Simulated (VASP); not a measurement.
# Ir (Fm-3m) in VASP: single point with PBE

Aim: the single point of Ir with PBE.

All numbers are computed with VASP 6.6.1; they aren't measurements. Logs are shortened: lines on timing, memory, paths and dates and some standing lists are left out, and cuts for length are marked.

### Step 1. The cell of the first run

It takes space group Fm-3m (No. 225, cubic). Conventional cell: a = 3.724 Å, b = 3.724 Å, c = 3.724 Å, α = 90.00°, β = 90.00°, γ = 90.00°. Ir (site symmetry m-3m) has 12 Ir at 2.63 Å within 3.5 Å.

### Step 2. Single point, PBE (strain -0.030 along x and y, -0.030 along z)

File INCAR:

```
SYSTEM = Ir
PREC = Accurate
ENCUT = 520
EDIFF = 1E-7
ISMEAR = 0
SIGMA = 0.15
LREAL = .False.
LASPH = .True.
NELM = 60
ALGO = Normal
ISIF = 2
LWAVE = .False.
LCHARG = .False.
GGA = PE
NBANDS = 10
```

File KPOINTS:

```
Automatic mesh
0
Gamma
  22 22 22
  0 0 0
```

File POSCAR:

```
Ir
1.0
    0.0000000000      1.8621090000      1.8621090000
    1.8621090000      0.0000000000      1.8621090000
    1.8621090000      1.8621090000      0.0000000000
Ir
1
Direct
    0.0000000000      0.0000000000      0.0000000000
```

Potentials or basis: VASP PAW PBE potentials, release 64 (Ir).

The run is started by

```console
cat potpaw_PBE.64/Ir/POTCAR > POTCAR
mpirun -np 1 vasp_std > vasp.out
```

OUTCAR:

```text
SYSTEM = Ir
   PREC = Accurate
   ENCUT = 520
   EDIFF = 1E-7
   ISMEAR = 0
   LREAL = .False.
   LASPH = .True.
   NELM = 60
   ISIF = 2
   GGA = PE

 ion  position               nearest neighbor table
   1  0.000  0.000  0.000-

  LATTYP: Found a face centered cubic cell.
 ALAT       =     3.7242180000

  Lattice vectors:

 A1 = (   0.0000000000,   1.8621090000,   1.8621090000)
 A2 = (   1.8621090000,   0.0000000000,   1.8621090000)
 A3 = (   1.8621090000,   1.8621090000,   0.0000000000)

Analysis of symmetry for initial positions (statically):
=====================================================================
 Subroutine PRICEL returns:
 Original cell was already a primitive cell.

 Routine SETGRP: Setting up the symmetry group for a
 face centered cubic supercell.

 Subroutine GETGRP returns: Found 48 space group operations
 (whereof 48 operations were pure point group operations)
 out of a pool of 48 trial point group operations.

The static configuration has the point symmetry O_h .

Analysis of symmetry for dynamics (positions and initial velocities):
=====================================================================
 Subroutine PRICEL returns:
 Original cell was already a primitive cell.

 Routine SETGRP: Setting up the symmetry group for a
 face centered cubic supercell.

 Subroutine GETGRP returns: Found 48 space group operations
 (whereof 48 operations were pure point group operations)
 out of a pool of 48 trial point group operations.

The dynamic configuration has the point symmetry O_h .

 Subroutine INISYM returns: Found 48 space group operations
 (whereof 48 operations are pure point group operations),
 and found     1 'primitive' translations

----------------------------------------------------------------------------------------

                                     Primitive cell

  volume of cell :      12.9135

  direct lattice vectors                    reciprocal lattice vectors
     0.000000000  1.862109000  1.862109000    -0.268512745  0.268512745  0.268512745
     1.862109000  0.000000000  1.862109000     0.268512745 -0.268512745  0.268512745
     1.862109000  1.862109000  0.000000000     0.268512745  0.268512745 -0.268512745

  length of vectors
     2.633419802  2.633419802  2.633419802     0.465077718  0.465077718  0.465077718

  position of ions in fractional coordinates (direct lattice)
     0.000000000  0.000000000  0.000000000

  ion indices of the primitive-cell ions
   primitive index   ion index
                 1           1

----------------------------------------------------------------------------------------

 KPOINTS: Automatic mesh

Automatic generation of k-mesh.
 Grid dimensions read from file:
 generate k-points for:   22   22   22

 Generating k-lattice:

  Cartesian coordinates                     Fractional coordinates (reciprocal lattice)
    -0.012205125  0.012205125  0.012205125     0.045454545  0.000000000  0.000000000
     0.012205125 -0.012205125  0.012205125     0.000000000  0.045454545  0.000000000
     0.012205125  0.012205125 -0.012205125     0.000000000  0.000000000  0.045454545

  Length of vectors
     0.021139896  0.021139896  0.021139896

  Shift w.r.t. Gamma in fractional coordinates (k-lattice)
     0.000000000  0.000000000  0.000000000

 Subroutine IBZKPT returns following result:
 ===========================================

 Found    328 irreducible k-points:

 Following reciprocal coordinates:
            Coordinates               Weight
  0.000000  0.000000  0.000000      1.000000
  0.045455  0.000000  0.000000      8.000000
  0.090909  0.000000  0.000000      8.000000
  0.136364  0.000000  0.000000      8.000000
  0.181818  0.000000  0.000000      8.000000
  0.227273  0.000000  0.000000      8.000000
[... 16 lines left out ...]
  0.500000  0.045455  0.000000     24.000000
 -0.454545  0.045455  0.000000     24.000000
 [... further k-points ...]
   k-points           NKPTS =    328   k-points in BZ     NKDIM =    328   number of bands    NBANDS=     10
   number of dos      NEDOS =    301   number of ions     NIONS =      1
   total plane-waves  NPLWV =   8000
   dimension x,y,z NGX =    20 NGY =   20 NGZ =   20
   dimension x,y,z NGXF=    40 NGYF=   40 NGZF=   40
   ions per type =               1
   NGX,Y,Z   is equivalent  to a cutoff of  12.63, 12.63, 12.63 a.u.
   NGXF,Y,Z  is equivalent  to a cutoff of  25.25, 25.25, 25.25 a.u.
 SYSTEM =  Ir
   PREC   = accura    normal or accurate (medium, high low for compatibility)
   ISTART =      0    job   : 0-new  1-cont  2-samecut
   ICHARG =      2    charge: 1-file 2-atom 10-const
   ISPIN  =      1    spin polarized calculation?
   LNONCOLLINEAR =      F non collinear calculations
   LSORBIT =      F    spin-orbit coupling
   LASPH  =      T    aspherical Exc in radial PAW
   ENCUT  =  520.0 eV  38.22 Ry    6.18 a.u.   4.90  4.90  4.90*2*pi/ulx,y,z
   NELM   =     60;   NELMIN=  2; NELMDL= -5     # of ELM steps
   EDIFF  = 0.1E-06   stopping-criterion for ELM
   LREAL  =      F    real-space projection
   EDIFFG = 0.1E-05   stopping-criterion for IOM
   NSW    =      0    number of steps for IOM
   IBRION =     -1    ionic relax: 0-MD 1-quasi-New 2-CG
   NFREE  =      0    steps in history (QN), initial steepest desc. (CG)
   ISIF   =      2    stress and relaxation
   ISYM   =      2    0-nonsym 1-usesym 2-fastsym
   POTIM  = 0.5000    time-step for ionic-motion
   TEBEG  =    0.0;   TEEND  =   0.0 temperature during run
   PSTRESS=    0.0 pullay stress
   NELECT =       9.0000    total number of electrons
   NUPDOWN=      -1.0000    fix difference up-down
   EMIN   =  10.00;   EMAX   =-10.00  energy-range for DOS
   EFERMI =   0.00;   METHOD = LEGACY
   ISMEAR =     0;   SIGMA  =   0.15  broadening in eV -4-tet -1-fermi 0-gaus
   EFERMI_NEDOS =   21; number of points for ismear=-14 and -15
   IALGO  =     38    algorithm
   IMIX   =      4    mixing-type and parameters
     AMIX     =   0.40;   BMIX     =  1.00
     AMIX_MAG =   1.60;   BMIX_MAG =  1.00
  volume/ion in A,a.u.               =      12.91        87.14
  Fermi-wavevector in a.u.,A,eV,Ry     =   1.451467  2.742875 28.664171  2.106757
  Thomas-Fermi vector in A             =   2.568961
   LORBIT       =      0    0 simple, 1 ext, 2 COOP (PROOUT), +10 PAW based schemes
   GGA     = PE    functional components
   LHFCALC =     F    Hartree Fock is set to
   AEXX    =    0.0000 exact exchange contribution
   IVDW    =     0    specifies the selected vdW correction
   LEPSILON=     F    determine dielectric tensor
   LRPA    =     F    only Hartree local field effects (RPA)
 non-spin polarized calculation
 Gauss-broadening in eV      SIGMA  =   0.15
  energy-cutoff  :      520.00
  volume of cell :       12.91
 maximum number of plane-waves:       360
   NGX =  9   NGY =  9   NGZ =  9

 number of electron       8.9999999 magnetization

 Free energy of the ion-electron system (eV)
  ---------------------------------------------------
  ext. energy  EPLUGINS =         0.00000000
  ---------------------------------------------------
  free energy    TOTEN  =        -8.60486295 eV

  energy without entropy =       -8.59426643  energy(sigma->0) =       -8.59956469

 E-fermi :  12.0429     XC(G=0): -14.5372

 val. band max:       12.0396643822   @ k =   0.3636   0.1818   0.0000
 cond. band min:      12.0441986736   @ k =   0.4091   0.1818   0.0455
 fundamental gap:      0.0045342915
 Fermi energy:        12.0429231676

 k-point     1 :       0.0000    0.0000    0.0000
  band No.  band energies     occupation
      1      -0.0652      2.00000
      2       7.6023      2.00000
      3       7.6023      2.00000
      4       7.6023      2.00000
      5      10.7099      2.00000
      6      10.7099      2.00000
      7      26.1661      0.00000
      8      32.3121      0.00000
      9      32.3121      0.00000
     10      32.3121      0.00000

 k-point     2 :       0.0455    0.0000    0.0000
  band No.  band energies     occupation
      1       0.0369      2.00000
      2       7.5434      2.00000
      3       7.6485      2.00000
      4       7.6485      2.00000
      5      10.6771      2.00000
      6      10.6771      2.00000
      7      26.3513      0.00000
      8      31.7621      0.00000
      9      32.4865      0.00000
     10      32.4865      0.00000

 k-point     3 :       0.0909    0.0000    0.0000
  band No.  band energies     occupation
      1       0.3355      2.00000
      2       7.3849      2.00000
      3       7.7758      2.00000
      4       7.7758      2.00000
      5      10.5957      2.00000
      6      10.5957      2.00000
      7      26.8767      0.00000
      8      30.6028      0.00000
      9      32.9991      0.00000
     10      32.9991      0.00000

 k-point     4 :       0.1364    0.0000    0.0000
  band No.  band energies     occupation
      1       0.8051      2.00000
      2       7.1781      2.00000
      3       7.9460      2.00000
      4       7.9460      2.00000
      5      10.5182      2.00000
      6      10.5182      2.00000
      7      27.6236      0.00000
      8      29.3596      0.00000
      9      33.8198      0.00000
     10      33.8198      0.00000
[... 222 lines left out ...]
 k-point    22 :       0.4545    0.0455    0.0000
  band No.  band energies     occupation
      1       3.0527      2.00000
      2       7.4226      2.00000
      3       7.6114      2.00000
      4      10.1162      2.00000
      5      13.0670      0.00000
      6      13.1682      0.00000
      7      21.0422      0.00000
      8      26.1860      0.00000
      9      32.7701      0.00000
     10      33.2359      0.00000

 k-point    23 :       0.5000    0.0455    0.0000
  band No.  band energies     occupation
      1       3.0363      2.00000
      2       7.3778      2.00000
      3       7.5479      2.00000
      4      10.6350      2.00000
      5      13.1495      0.00000
      6      13.5622      0.00000
      7      20.3336      0.00000
      8      25.9362      0.00000
      9      32.5686      0.00000
     10      32.5866      0.00000

 k-point    24 :      -0.4545    0.0455    0.0000
  band No.  band energies     occupation
      1       3.0409      2.00000
      2       7.4006      2.00000
      3       7.5467      2.00000
      4      10.5453      2.00000
      5      12.9838      0.00000
      6      13.6032      0.00000
      7      20.4898      0.00000
      8      25.9864      0.00000
      9      32.4381      0.00000
     10      32.8956      0.00000

 [... further k-points ...]
[... 5 lines left out ...]
  --------------------------------------------------------------------------------------
  -------------------------------------------------------------------------------------
  Total        4.4613944      4.4613944      4.4613944     -0.0000000      0.0000000      0.0000000
  in kB      553.5232994    553.5232994    553.5232994     -0.0000000      0.0000000      0.0000000
  external PRESSURE =     553.5232994 kB  Pullay stress =       0.0000000 kB

 VOLUME and BASIS-vectors are now :
 -----------------------------------------------------------------------------
  energy-cutoff  :      520.00
  volume of cell :       12.91
      direct lattice vectors                 reciprocal lattice vectors
     0.000000000  1.862109000  1.862109000    -0.268512745  0.268512745  0.268512745
     1.862109000  0.000000000  1.862109000     0.268512745 -0.268512745  0.268512745
     1.862109000  1.862109000  0.000000000     0.268512745  0.268512745 -0.268512745

 POSITION                                       TOTAL-FORCE (eV/Angst)
 -----------------------------------------------------------------------------------
      0.00000      0.00000      0.00000         0.000000      0.000000      0.000000
 -----------------------------------------------------------------------------------
    total drift:                               -0.000000     -0.000000     -0.000000

  FREE ENERGIE OF THE ION-ELECTRON SYSTEM (eV)
  ---------------------------------------------------
  free  energy   TOTEN  =        -8.6048629464 eV

  energy  without entropy=       -8.5942664297  energy(sigma->0) =       -8.59956469
```

It took 41 s on 1 thread of AMD EPYC 7R13, shared host; peak memory 0.13 GiB.

What came out:

| Quantity | Value |
| --- | --- |
| Free energy | -8.6049 eV |
| Pressure | 55.4 GPa |
| Band gap on the k mesh | zero (an odd number of electrons rules out a gap without spin polarisation) |

Caveat: the cell differs from its parent crystal (strain -0.030 along x and y, -0.030 along z); the cell stands under pressure; spin-orbit coupling is left out, which moves the levels of the heavy elements.
